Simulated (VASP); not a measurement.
Wanted: the native input for a VASP 6.6.1 run.

| Item | Value |
| --- | --- |
| Task | relaxation of cell and atoms |
| Functional | PBE |
| Potentials or basis | VASP PAW PBE potentials, release 64 (B) |
| Cutoff | 600 eV |
| k mesh | 24 × 24 × 24 |
| Occupations | fermi-dirac, width 0.08 eV |
| Spin | no spin polarisation |
| Target pressure | 100 GPa |
| Dipole correction | no |
| Further INCAR settings | ALGO = Normal; EDIFF = 1e-07; IBRION = 2; EDIFFG = -0.005; NSW = 32; ISIF = 3 |

The structure of B lies in POSCAR:

```
B
1.0
    0.0000000000      1.3240319048      1.3240319048
    1.3240319048      0.0000000000      1.3240319048
    1.3240319048      1.3240319048      0.0000000000
B
1
Direct
    0.0000000000      0.0000000000      0.0000000000
```

The input as run:

INCAR

```
SYSTEM = B
PREC = Accurate ; ENCUT = 600
EDIFF = 1E-7 ; ISMEAR = -1
SIGMA = 0.08 ; LREAL = .False.
LASPH = .True. ; NELM = 80
ALGO = Normal ; ISIF = 3
LWAVE = .False. ; LCHARG = .False.
GGA = PE ; IBRION = 2
NSW = 32 ; EDIFFG = -0.005
PSTRESS = 1000.0
```

KPOINTS

```
regular mesh
0
Gamma
  24 24 24
  0 0 0
```

Potentials or basis: VASP PAW PBE potentials, release 64 (B).

Run with:

```sh
$ cat potpaw_PBE.64/B/POTCAR > POTCAR
$ mpirun -np 1 vasp_std > vasp.out
```

It gave:

```json
{"Relaxed volume": "4.64 Å³/atom", "Relaxed cell": "a = 1.872 Å, b = 1.872 Å, c = 1.872 Å, α = 60.00°, β = 60.00°, γ = 60.00°", "Space group after relaxing (to 0.05 Å)": "Fm-3m (No. 225)", "Energy change on relaxing (the enthalpy is what falls)": "+1.1 meV/atom", "Ionic steps": "3", "Pressure after relaxing": "100.0 GPa"}
```

Caveat: the cell is relaxed towards a set pressure, so the enthalpy falls and the energy may rise.

It took 5.4 s on 1 thread of Intel(R) Xeon(R) 6975P-C (Granite Rapids) (shared host), peak memory 0.11 GiB.
